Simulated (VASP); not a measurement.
Crystal: BeSe.

```
Be Se
1.0
     0.00000    2.53500    2.53500
     2.53500    0.00000    2.53500
     2.53500    2.53500    0.00000
Be Se
1 1
Direct
  0.00000 0.00000 0.00000
  0.25000 0.25000 0.25000
```

| Item | Value |
| --- | --- |
| Program | VASP 6.6.1 |
| Task | relaxation of cell and atoms |
| Functional | PBEsol |
| Potentials or basis | VASP PAW PBE potentials, release 64 (Be, Se) |
| Cutoff | 600 eV |
| k mesh | 8 × 8 × 8 |
| Occupations | fermi-dirac, width 0.01 eV |
| Spin | no spin polarisation |

At the start: pressure 3.3 GPa; volume 16.29 Å³/atom.

Task: Where does the relaxation end?

Result: Over 3 steps the energy falls by 6.3 meV/atom and the volume is 16.93 Å³/atom (+3.9 %); space group F-43m (No. 216, to 0.1 Å) before and after.

The path:
```csv
step,energy change (eV),largest force (eV/Å),pressure (GPa),volume (Å³)
1,0.0000,0.0000,3.29,32.58
2,-0.0119,0.0000,-0.74,34.18
3,-0.0127,0.0000,0.01,33.85
```

Final structure:
```
Be Se
1.0
     0.00000    2.56759    2.56759
     2.56759    0.00000    2.56759
     2.56759    2.56759    0.00000
Be Se
1 1
Cartesian
  0.0000 0.0000 0.0000
  1.2838 1.2838 1.2838
```

Caveat: the PAW data sets were made with another functional, which shifts forces and pressure a little.
